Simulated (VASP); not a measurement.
# Sb (P2_1/m) in VASP: further runs, part 2 of 3

VASP 6.6.1. The steps go on from the part before.

### 3 Single point, LDA

INCAR

```
PREC = Accurate ; ENCUT = 500
EDIFF = 1E-6 ; ISMEAR = 0
SIGMA = 0.1 ; LREAL = F
LASPH = T ; NELM = 120
ALGO = Normal ; ISIF = 2
LWAVE = F ; LCHARG = F
NBANDS = 12 ; NELECT = 10.1
GGA_COMPAT = F
```

KPOINTS

```
Automatic mesh
0
Gamma
  6 4 4
```

POSCAR

```
Sb
1.0
    3.1224020000      0.0000000000      0.0000000000
    0.0000000000      4.3475180000      0.0000000000
   -0.0389150000      0.0000000000      4.4058520000
Sb
2
Direct
    0.9886110000      0.7500000000      0.7588340000
    0.0113890000      0.2500000000      0.2411660000
```

Potentials or basis: VASP PAW LDA potentials, release 64 (Sb).

The run is started by

```bash
$ cat potpaw_LDA.64/Sb/POTCAR > POTCAR
$ mpirun -np 1 vasp_std > vasp.out
```

OUTCAR:

```text
PREC = Accurate
   ENCUT = 500
   EDIFF = 1E-6
   ISMEAR = 0
   LREAL = F
   LASPH = T
   NELM = 120
   ISIF = 2
   NELECT = 10.1

 ion  position               nearest neighbor table
   1  0.989  0.750  0.759-   2 3.04   2 3.04   2 3.15   2 3.15
   2  0.011  0.250  0.241-   1 3.04   1 3.04   1 3.15   1 3.15

  LATTYP: Found a simple monoclinic cell.
 ALAT       =     3.1224020000
 B/A-ratio  =     1.3923633152
 C/A-ratio  =     1.4111007668
 COS(beta)  =    -0.0088322263

  Lattice vectors:

 A1 = (   3.1224020000,   0.0000000000,   0.0000000000)
 A2 = (   0.0000000000,   4.3475180000,   0.0000000000)
 A3 = (  -0.0389150000,   0.0000000000,   4.4058520000)

Analysis of symmetry for initial positions (statically):
=====================================================================
 Subroutine PRICEL returns:
 Original cell was already a primitive cell.

 Routine SETGRP: Setting up the symmetry group for a
 simple monoclinic supercell.

 Subroutine GETGRP returns: Found  4 space group operations
 (whereof  2 operations were pure point group operations)
 out of a pool of  4 trial point group operations.

The static configuration has the point symmetry S_2 .
 The point group associated with its full space group is C_2h.

Analysis of symmetry for dynamics (positions and initial velocities):
=====================================================================
 Subroutine PRICEL returns:
 Original cell was already a primitive cell.

 Routine SETGRP: Setting up the symmetry group for a
 simple monoclinic supercell.

 Subroutine GETGRP returns: Found  4 space group operations
 (whereof  2 operations were pure point group operations)
 out of a pool of  4 trial point group operations.

The dynamic configuration has the point symmetry S_2 .
 The point group associated with its full space group is C_2h.

 Subroutine INISYM returns: Found  4 space group operations
 (whereof  2 operations are pure point group operations),
 and found     1 'primitive' translations

[... 119 lines left out ...]
   GGA     = CA    functional components
   LHFCALC =     F    Hartree Fock is set to
   AEXX    =    0.0000 exact exchange contribution
   IVDW    =     0    specifies the selected vdW correction
   LEPSILON=     F    determine dielectric tensor
   LRPA    =     F    only Hartree local field effects (RPA)
 non-spin polarized calculation
 Gauss-broadening in eV      SIGMA  =   0.10
  energy-cutoff  :      500.00
  volume of cell :       59.81
 maximum number of plane-waves:      1536
   NGX = 11   NGY = 15   NGZ = 17

 number of electron      10.0999999 magnetization

 Free energy of the ion-electron system (eV)
  ---------------------------------------------------
  ext. energy  EPLUGINS =         0.00000000
  ---------------------------------------------------
  free energy    TOTEN  =        -8.87235807 eV

  energy without entropy =       -8.86796620  energy(sigma->0) =       -8.87016213

 E-fermi :   7.1395     XC(G=0):  -9.8168

 val. band max:        7.1353504444   @ k =   0.5000   0.2500   0.2500
 cond. band min:       7.2349043505   @ k =   0.0000   0.2500   0.2500
 fundamental gap:      0.0995539061
 Fermi energy:         7.1394678417

 k-point     1 :       0.0000    0.0000    0.0000
  band No.  band energies     occupation
      1      -5.4356      2.00000
      2      -0.4050      2.00000
      3       3.4026      2.00000
      4       3.5306      2.00000
      5       9.0767      0.00000
      6      10.0114      0.00000
      7      10.2377      0.00000
      8      10.3777      0.00000
      9      13.6119      0.00000
     10      13.9192      0.00000
     11      14.1855      0.00000
     12      15.1342      0.00000
[... 331 lines left out ...]
 k-point    24 :      -0.1667    0.2500    0.2500
  band No.  band energies     occupation
      1      -4.1714      2.00000
      2      -1.6782      2.00000
      3       2.5896      2.00000
      4       5.4038      2.00000
      5       7.5325      0.00000
      6       7.7637      0.00000
      7       9.9578      0.00000
      8      11.4430      0.00000
      9      12.4572      0.00000
     10      14.7100      0.00000
     11      15.2723      0.00000
     12      16.6827      0.00000

 [... further k-points ...]
[... 5 lines left out ...]
  --------------------------------------------------------------------------------------
  -------------------------------------------------------------------------------------
  Total       -0.9909927      0.8200455      0.7878573      0.0000000      0.0000000      0.0070249
  in kB      -26.5473351     21.9678931     21.1056150      0.0000000      0.0000000      0.1881875
  external PRESSURE =       5.5087244 kB  Pullay stress =       0.0000000 kB

 VOLUME and BASIS-vectors are now :
 -----------------------------------------------------------------------------
  energy-cutoff  :      500.00
  volume of cell :       59.81
      direct lattice vectors                 reciprocal lattice vectors
     3.122402000  0.000000000  0.000000000     0.320266257  0.000000000  0.002828774
     0.000000000  4.347518000  0.000000000     0.000000000  0.230016299  0.000000000
    -0.038915000  0.000000000  4.405852000     0.000000000  0.000000000  0.226970856

 POSITION                                       TOTAL-FORCE (eV/Angst)
 -----------------------------------------------------------------------------------
      3.05731      3.26064      3.34331         0.043903     -0.000000     -0.013269
      0.02618      1.08688      1.06254        -0.043903      0.000000      0.013269
 -----------------------------------------------------------------------------------
    total drift:                               -0.000000      0.000000      0.000000

  FREE ENERGIE OF THE ION-ELECTRON SYSTEM (eV)
  ---------------------------------------------------
  free  energy   TOTEN  =        -8.8723580652 eV

  energy  without entropy=       -8.8679661993  energy(sigma->0) =       -8.87016213
```

stdout:

```text
POSCAR found type information on POSCAR Sb
 POSCAR found :  1 types and       2 ions
 scaLAPACK will be used
 LDA part: xc-table for (Slater(with rela. corr.)+CA(PZ))
 , standard interpolation
 POSCAR, INCAR and KPOINTS ok, starting setup
 FFT: planning ... GRIDC
 FFT: planning ... GRID_SOFT
 FFT: planning ... GRID
 WAVECAR not read
 entering main loop
 the old and the new charge density differ
 old charge density:    10.00000 new   10.10000
    0.288E+00
```

Run time: 8.6 s. Hardware: 1 thread of Intel Xeon 6975P-C, shared host; peak memory 0.15 GiB.

What came out:

| Item | Value |
| --- | --- |
| Free energy | -8.8724 eV |
| Largest force | 0.046 eV/Å |

Forces in eV/Å, atoms in the order of the input:
```
Sb   0.044  0.000 -0.013
Sb  -0.044  0.000  0.013
```

Levels at points of the mesh, in eV from the Fermi level:
```tsv
k point	band 2	band 3	band 4	band 5	band 6	band 7	band 8	band 9
(0.00, 0.00, 0.00)	-7.54	-3.74	-3.61	1.94	2.87	3.10	3.24	6.47
(0.50, 0.00, 0.00)	-5.76	-4.79	-1.89	-1.76	-1.70	4.35	4.64	4.64
(0.00, 0.50, 0.00)	-10.78	-1.60	-1.60	-1.04	-1.04	4.54	4.54	7.91
(0.50, 0.50, 0.00)	-8.42	-4.08	-4.08	0.35	0.35	1.29	1.29	5.34
(0.00, 0.00, 0.50)	-10.60	-1.69	-1.17	-1.08	-0.91	4.33	4.71	7.59
(0.50, 0.00, 0.50)	-8.21	-4.26	-3.95	0.20	0.78	1.31	1.42	5.30
(0.00, 0.50, 0.50)	-10.14	-5.73	-5.73	4.87	4.87	5.14	5.14	8.66
(0.50, 0.50, 0.50)	-7.68	-3.75	-3.75	-3.65	-3.65	1.97	1.97	7.10
```

Caveat: the k points lie up to 0.36 Å⁻¹ apart; the cell carries a net charge on a neutralising background, which shifts energy and pressure; the cell is charged against a uniform background, so pressure and absolute levels hang on convention; spin-orbit coupling is left out, which moves the levels of the heavy elements.

(Part 2 of 3 ends here.)
